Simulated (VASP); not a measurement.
# Os (Fm-3m) in VASP: notebook

Aim: see how the results for Os move with the level of theory and the settings. Levels: PBE0, SVWN5. Tasks: single point.

Everything below comes from runs of VASP 6.6.1. Logs are shortened: lines on timing, memory, paths and dates and some standing lists are left out, and cuts for length are marked.

### 1 The cell of the first run

The structure is cubic, space group Fm-3m (No. 225). The conventional cell has a = 3.890 Å, b = 3.890 Å, c = 3.890 Å, α = 90.00°, β = 90.00°, γ = 90.00°. Os (site symmetry m-3m) has 12 Os at 2.75 Å within 3.6 Å.

This isn't the form of Os at room conditions, which is hcp.

### 2 Single point, PBE0

The input, POSCAR:

```
Os
1.0
    0.0000000000      1.9450000000      1.9450000000
    1.9450000000      0.0000000000      1.9450000000
    1.9450000000      1.9450000000      0.0000000000
Os
1
Direct
    0.0000000000      0.0000000000      0.0000000000
```

The input, INCAR.step1:

```
SYSTEM = Os
PREC = Accurate
ENCUT = 520
EDIFF = 1E-5
ISMEAR = -1
SIGMA = 0.05
LREAL = .FALSE.
LASPH = .TRUE.
NELM = 120
ALGO = Normal
ISIF = 2
LWAVE = .TRUE.
LCHARG = .FALSE.
GGA = PE
NBANDS = 10
GGA_COMPAT = .FALSE.
```

The input, INCAR.step2:

```
SYSTEM = Os
PREC = Accurate
ENCUT = 520
EDIFF = 1E-6
ISMEAR = -1
SIGMA = 0.05
LREAL = .FALSE.
LASPH = .TRUE.
NELM = 120
ALGO = Normal
ISIF = 2
LWAVE = .FALSE.
LCHARG = .FALSE.
GGA = PE
LHFCALC = .TRUE.
AEXX = 0.25
PRECFOCK = Normal
ISTART = 1
NBANDS = 10
GGA_COMPAT = .FALSE.
```

The input, KPOINTS:

```
Automatic mesh
0
G
  7 7 7
  0 0 0
```

Potentials or basis: VASP PAW PBE potentials, release 64 (Os).

Run with:

```bash
cat potpaw_PBE.64/Os/POTCAR > POTCAR
cp INCAR.step1 INCAR
mpirun -np 1 vasp_std > vasp.out
cp INCAR.step2 INCAR
mpirun -np 1 vasp_std > vasp.out
```

OUTCAR:

```text
SYSTEM = Os
   PREC = Accurate
   ENCUT = 520
   EDIFF = 1E-6
   ISMEAR = -1
   LREAL = .FALSE.
   LASPH = .TRUE.
   NELM = 120
   ISIF = 2
   GGA = PE
   LHFCALC = .TRUE.
   AEXX = 0.25
   PRECFOCK = Normal
   ISTART = 1

 ion  position               nearest neighbor table
   1  0.000  0.000  0.000-

  LATTYP: Found a face centered cubic cell.
 ALAT       =     3.8900000000

  Lattice vectors:

 A1 = (   0.0000000000,   1.9450000000,   1.9450000000)
 A2 = (   1.9450000000,   0.0000000000,   1.9450000000)
 A3 = (   1.9450000000,   1.9450000000,   0.0000000000)

Analysis of symmetry for initial positions (statically):
=====================================================================
 Subroutine PRICEL returns:
 Original cell was already a primitive cell.

 Routine SETGRP: Setting up the symmetry group for a
 face centered cubic supercell.

 Subroutine GETGRP returns: Found 48 space group operations
 (whereof 48 operations were pure point group operations)
 out of a pool of 48 trial point group operations.

The static configuration has the point symmetry O_h .

Analysis of symmetry for dynamics (positions and initial velocities):
=====================================================================
 Subroutine PRICEL returns:
 Original cell was already a primitive cell.

 Routine SETGRP: Setting up the symmetry group for a
 face centered cubic supercell.

 Subroutine GETGRP returns: Found 48 space group operations
 (whereof 48 operations were pure point group operations)
 out of a pool of 48 trial point group operations.

The dynamic configuration has the point symmetry O_h .

 Subroutine INISYM returns: Found 48 space group operations
 (whereof 48 operations are pure point group operations),
 and found     1 'primitive' translations

----------------------------------------------------------------------------------------

                                     Primitive cell

  volume of cell :      14.7160

  direct lattice vectors                    reciprocal lattice vectors
     0.000000000  1.945000000  1.945000000    -0.257069409  0.257069409  0.257069409
     1.945000000  0.000000000  1.945000000     0.257069409 -0.257069409  0.257069409
     1.945000000  1.945000000  0.000000000     0.257069409  0.257069409 -0.257069409

  length of vectors
     2.750645379  2.750645379  2.750645379     0.445257277  0.445257277  0.445257277

  position of ions in fractional coordinates (direct lattice)
     0.000000000  0.000000000  0.000000000

  ion indices of the primitive-cell ions
   primitive index   ion index
                 1           1

----------------------------------------------------------------------------------------

 KPOINTS: Automatic mesh

Automatic generation of k-mesh.
 Grid dimensions read from file:
 generate k-points for:    7    7    7

 Generating k-lattice:

  Cartesian coordinates                     Fractional coordinates (reciprocal lattice)
    -0.036724201  0.036724201  0.036724201     0.142857143  0.000000000  0.000000000
     0.036724201 -0.036724201  0.036724201     0.000000000  0.142857143  0.000000000
     0.036724201  0.036724201 -0.036724201     0.000000000  0.000000000  0.142857143

  Length of vectors
     0.063608182  0.063608182  0.063608182

  Shift w.r.t. Gamma in fractional coordinates (k-lattice)
     0.000000000  0.000000000  0.000000000

 Subroutine IBZKPT returns following result:
 ===========================================

 Found     20 irreducible k-points:

 Following reciprocal coordinates:
            Coordinates               Weight
  0.000000  0.000000  0.000000      1.000000
  0.142857  0.000000  0.000000      8.000000
  0.285714  0.000000  0.000000      8.000000
  0.428571  0.000000  0.000000      8.000000
  0.142857  0.142857  0.000000      6.000000
  0.285714  0.142857  0.000000     24.000000
[... 12 lines left out ...]
 -0.428571  0.428571  0.142857     24.000000
 -0.285714  0.428571  0.142857     24.000000
   k-points           NKPTS =     20   k-points in BZ     NKDIM =    343   number of bands    NBANDS=     10
   number of dos      NEDOS =    301   number of ions     NIONS =      1
   total plane-waves  NPLWV =   8000
   dimension x,y,z NGX =    20 NGY =   20 NGZ =   20
   dimension x,y,z NGXF=    40 NGYF=   40 NGZF=   40
   ions per type =               1
   NGX,Y,Z   is equivalent  to a cutoff of  12.09, 12.09, 12.09 a.u.
   NGXF,Y,Z  is equivalent  to a cutoff of  24.18, 24.18, 24.18 a.u.
 SYSTEM =  Os
   PREC   = accura    normal or accurate (medium, high low for compatibility)
   ISTART =      1    job   : 0-new  1-cont  2-samecut
   ICHARG =      0    charge: 1-file 2-atom 10-const
   ISPIN  =      1    spin polarized calculation?
   LNONCOLLINEAR =      F non collinear calculations
   LSORBIT =      F    spin-orbit coupling
   LASPH  =      T    aspherical Exc in radial PAW
   ENCUT  =  520.0 eV  38.22 Ry    6.18 a.u.   5.11  5.11  5.11*2*pi/ulx,y,z
   NELM   =    120;   NELMIN=  2; NELMDL=  0     # of ELM steps
   EDIFF  = 0.1E-05   stopping-criterion for ELM
   LREAL  =      F    real-space projection
   EDIFFG = 0.1E-04   stopping-criterion for IOM
   NSW    =      0    number of steps for IOM
   IBRION =     -1    ionic relax: 0-MD 1-quasi-New 2-CG
   NFREE  =      0    steps in history (QN), initial steepest desc. (CG)
   ISIF   =      2    stress and relaxation
   ISYM   =      3    0-nonsym 1-usesym 2-fastsym
   POTIM  = 0.5000    time-step for ionic-motion
   TEBEG  =    0.0;   TEEND  =   0.0 temperature during run
   PSTRESS=    0.0 pullay stress
   NELECT =       8.0000    total number of electrons
   NUPDOWN=      -1.0000    fix difference up-down
   EMIN   =  10.00;   EMAX   =-10.00  energy-range for DOS
   EFERMI =   0.00;   METHOD = LEGACY
   ISMEAR =    -1;   SIGMA  =   0.05  broadening in eV -4-tet -1-fermi 0-gaus
   EFERMI_NEDOS =   21; number of points for ismear=-14 and -15
   IALGO  =     38    algorithm
   IMIX   =      1    mixing-type and parameters
     AMIX     =   0.40;   BMIX     =  1.00
     AMIX_MAG =   1.60;   BMIX_MAG =  1.00
  volume/ion in A,a.u.               =      14.72        99.31
  Fermi-wavevector in a.u.,A,eV,Ry     =   1.336109  2.524880 24.288947  1.785187
  Thomas-Fermi vector in A             =   2.464761
   LORBIT       =      0    0 simple, 1 ext, 2 COOP (PROOUT), +10 PAW based schemes
   GGA     = PE    functional components
   LHFCALC =     T    Hartree Fock is set to
   PRECFOCK=normal    Normal, Fast or Accurate (Low or Medium for compatibility)
   ENCUT4O =  -1.0   cutoff for four orbital integrals eV
   NKREDX  =     1    reduce k-point grid by
   NKREDY  =     1    reduce k-point grid by
   NKREDZ  =     1    reduce k-point grid by
   AEXX    =    0.2500 exact exchange contribution
   HFSCREEN=    0.0000 screening length (either q_TF or 0.3 A-1)
   HFSCREENC=   0.0000 screening length for correlation (either q_TF or 0.3 A-1)
   ENCUTFOCK=  -1.0 apply spherical cutoff to Coloumb kernel
   IVDW    =     0    specifies the selected vdW correction
   LEPSILON=     F    determine dielectric tensor
   LRPA    =     F    only Hartree local field effects (RPA)
 non-spin polarized calculation
  energy-cutoff  :      520.00
  volume of cell :       14.72
 maximum number of plane-waves:       411
  NGX = 16; NGY = 16; NGZ = 16

 number of electron       8.0000000 magnetization

 Free energy of the ion-electron system (eV)
  ---------------------------------------------------
  ext. energy  EPLUGINS =         0.00000000
  ---------------------------------------------------
  free energy    TOTEN  =       -13.69260078 eV

  energy without entropy =      -13.68802746  energy(sigma->0) =      -13.69031412

 E-fermi :   8.3681     XC(G=0): -10.7894

 val. band max:        7.9192412277   @ k =   0.2857   0.2857   0.0000
 cond. band min:       8.4298741495   @ k =   0.4286   0.2857   0.1429
 fundamental gap:      0.5106329219
 Fermi energy:         8.3680794509

 k-point     1 :       0.0000    0.0000    0.0000
  band No.  band energies     occupation
      1      -3.6896      2.00000
      2       4.6242      2.00000
      3       4.6242      2.00000
      4       4.6242      2.00000
      5       7.7689      1.99999
      6       7.7689      1.99999
      7      23.9788      0.00000
      8      29.7901      0.00000
      9      29.7901      0.00000
     10      29.7901      0.00000

 k-point     2 :       0.1429    0.0000    0.0000
  band No.  band energies     occupation
      1      -2.7330      2.00000
      2       4.1482      2.00000
      3       5.0336      2.00000
      4       5.0336      2.00000
      5       7.6595      2.00000
      6       7.6595      2.00000
      7      25.4918      0.00000
      8      26.7576      0.00000
      9      31.3828      0.00000
     10      31.3828      0.00000

 k-point     3 :       0.2857    0.0000    0.0000
  band No.  band energies     occupation
      1      -0.8359      2.00000
      2       4.1872      2.00000
      3       4.9915      2.00000
      4       4.9915      2.00000
      5       9.2387      0.00000
      6       9.2387      0.00000
      7      22.8819      0.00000
      8      26.6566      0.00000
      9      34.4545      0.00000
     10      34.4566      0.00000

 k-point     4 :       0.4286    0.0000    0.0000
  band No.  band energies     occupation
      1      -0.3120      2.00000
      2       4.4564      2.00000
      3       4.4564      2.00000
      4       6.7733      2.00000
      5      11.0616      0.00000
      6      11.0616      0.00000
      7      19.0650      0.00000
      8      23.8660      0.00000
      9      30.5898      0.00000
     10      30.5898      0.00000

 k-point     5 :       0.1429    0.1429    0.0000
  band No.  band energies     occupation
      1      -2.4054      2.00000
      2       3.6492      2.00000
      3       5.4794      2.00000
      4       5.4794      2.00000
      5       6.5636      2.00000
      6       8.8800      0.00007
      7      26.1944      0.00000
      8      28.0625      0.00000
      9      30.1794      0.00000
     10      30.1794      0.00000

 k-point     6 :       0.2857    0.1429    0.0000
  band No.  band energies     occupation
      1      -0.6536      2.00000
      2       3.0290      2.00000
      3       4.9629      2.00000
      4       5.9953      2.00000
      5       7.6813      2.00000
      6       9.7900      0.00000
      7      25.0886      0.00000
      8      28.1368      0.00000
      9      30.4482      0.00000
     10      31.2392      0.00000
[... 131 lines left out ...]
 k-point    17 :       0.4286    0.2857    0.1429
  band No.  band energies     occupation
      1       1.0086      2.00000
      2       2.4950      2.00000
      3       3.9897      2.00000
      4       7.3675      2.00000
      5       8.4299      0.45030
      6      12.0711      0.00000
      7      23.5139      0.00000
      8      26.4173      0.00000
      9      27.8595      0.00000
     10      31.8428      0.00000

 k-point    18 :      -0.4286    0.2857    0.1429
  band No.  band energies     occupation
      1       1.7170      2.00000
      2       2.7359      2.00000
      3       4.0064      2.00000
      4       6.7329      2.00000
      5      10.6372      0.00000
      6      14.8417      0.00000
      7      19.0438      0.00000
      8      25.0764      0.00000
      9      26.5373      0.00000
     10      31.2087      0.00000

 k-point    19 :      -0.4286    0.4286    0.1429
  band No.  band energies     occupation
      1       0.9244      2.00000
      2       1.6422      2.00000
      3       5.5179      2.00000
      4       9.2755      0.00000
      5      11.4641      0.00000
      6      15.1718      0.00000
      7      20.1736      0.00000
      8      21.9651      0.00000
      9      24.7242      0.00000
     10      34.1743      0.00000

 k-point    20 :      -0.2857    0.4286    0.1429
  band No.  band energies     occupation
      1       1.6535      2.00000
      2       2.6602      2.00000
      3       4.2052      2.00000
      4       7.3326      2.00000
      5      11.4894      0.00000
      6      17.0017      0.00000
      7      19.3510      0.00000
      8      21.2060      0.00000
      9      25.0298      0.00000
     10      33.5660      0.00000

------------------------ aborting loop because EDIFF is reached ----------------------------------------

  FORCE on cell =-STRESS in cart. coord.  units (eV):
  Direction    XX          YY          ZZ          XY          YZ          ZX
  --------------------------------------------------------------------------------------
  -------------------------------------------------------------------------------------
  Total       -1.9605706     -1.9605706     -1.9605706     -0.0000000     -0.0000000      0.0000000
  in kB     -213.4539780   -213.4539780   -213.4539780     -0.0000000     -0.0000000      0.0000000
  external PRESSURE =    -213.4539780 kB  Pullay stress =       0.0000000 kB

 VOLUME and BASIS-vectors are now :
 -----------------------------------------------------------------------------
  energy-cutoff  :      520.00
  volume of cell :       14.72
      direct lattice vectors                 reciprocal lattice vectors
     0.000000000  1.945000000  1.945000000    -0.257069409  0.257069409  0.257069409
     1.945000000  0.000000000  1.945000000     0.257069409 -0.257069409  0.257069409
     1.945000000  1.945000000  0.000000000     0.257069409  0.257069409 -0.257069409

 POSITION                                       TOTAL-FORCE (eV/Angst)
 -----------------------------------------------------------------------------------
      0.00000      0.00000      0.00000         0.000000      0.000000      0.000000
 -----------------------------------------------------------------------------------
    total drift:                               -0.000000     -0.000000      0.000000

  FREE ENERGIE OF THE ION-ELECTRON SYSTEM (eV)
  ---------------------------------------------------
  free  energy   TOTEN  =       -13.6926007777 eV

  energy  without entropy=      -13.6880274609  energy(sigma->0) =      -13.69031412
```

Wall time 7.6 min (1 thread of Intel Xeon Platinum 8488C (Sapphire Rapids), shared host); peak memory 0.14 GiB.

What came out:

```yaml
Free_energy: -13.6926 eV
Pressure: -21.3 GPa
Band_gap_on_the_k_mesh: zero (bands 4 and 5 overlap by 4.51 eV)
```

Caveat: the k points lie up to 0.40 Å⁻¹ apart, too coarse for converged energies and pressures of a metal; the PAW data sets were made with another functional, which shifts forces and pressure a little; spin-orbit coupling is left out, which moves the levels of the heavy elements.

### 3 Single point, SVWN5, collinear spin (13.83 Å³/atom)

This run uses another cell than the first one, of 13.83 Å³/atom.

The input, INCAR:

```
SYSTEM = Os
ALGO = Normal ; EDIFF = 1E-6
ENCUT = 520 ; GGA = VW
ISIF = 2 ; ISMEAR = 1
ISPIN = 2 ; LASPH = .True.
LCHARG = .False. ; LMAXMIX = 4
LORBIT = 11 ; LREAL = .False.
LWAVE = .False. ; MAGMOM = 1
NBANDS = 14 ; NELM = 150
PREC = Accurate ; SIGMA = 0.05
```

The input, KPOINTS:

```
k-points
0
Gamma
  12 12 12
  0 0 0
```

The input, POSCAR:

```
Os
1.0
    0.0000000000      1.9052949815      1.9052949815
    1.9052949815      0.0000000000      1.9052949815
    1.9052949815      1.9052949815      0.0000000000
Os
1
Direct
    0.0000000000      0.0000000000      0.0000000000
```

Potentials or basis: VASP PAW PBE potentials, release 64 (Os).

Run with:

```bash
cat potpaw_PBE.64/Os/POTCAR > POTCAR
mpirun -np 1 vasp_std > vasp.out
```

It took 46 s on 1 thread of Intel Xeon 8259CL, shared host; peak memory 0.14 GiB.

Results (log left out):

```
Free energy                                           : 82.9761 eV
Pressure                                              : -1.8 GPa
Band gap on the k mesh                                : zero (filled and empty bands overlap)
Net moment                                            : 0.02 μB per cell
Valence electrons inside the program's atomic spheres : Os 7.53
```

Levels at points of the mesh, in eV from the Fermi level:
Spin up:
| k point | band 1 | band 2 | band 3 | band 4 | band 5 | band 6 | band 7 | band 8 |
| --- | --- | --- | --- | --- | --- | --- | --- | --- |
| (0.00, 0.00, 0.00) | -11.06 | -3.20 | -3.20 | -3.20 | -0.08 | -0.08 | 14.30 | 20.14 |
| (0.50, 0.00, 0.00) | -7.95 | -3.36 | -3.36 | -0.29 | 2.39 | 2.39 | 8.99 | 13.82 |
| (0.50, 0.50, 0.00) | -7.85 | -7.14 | 2.31 | 2.36 | 3.09 | 3.09 | 12.29 | 12.29 |
Spin down:
| k point | band 2 | band 3 | band 4 | band 5 | band 6 | band 7 |
| --- | --- | --- | --- | --- | --- | --- |
| (0.00, 0.00, 0.00) | -3.14 | -3.14 | -3.14 | 0.01 | 0.01 | 14.30 |
| (0.50, 0.00, 0.00) | -3.29 | -3.29 | -0.25 | 2.48 | 2.48 | 9.07 |
| (0.50, 0.50, 0.00) | -7.09 | 2.36 | 2.45 | 3.18 | 3.18 | 12.33 |

Caveat: the PAW data sets were made with another functional, which shifts forces and pressure a little; spin-orbit coupling is left out, which moves the levels of the heavy elements.
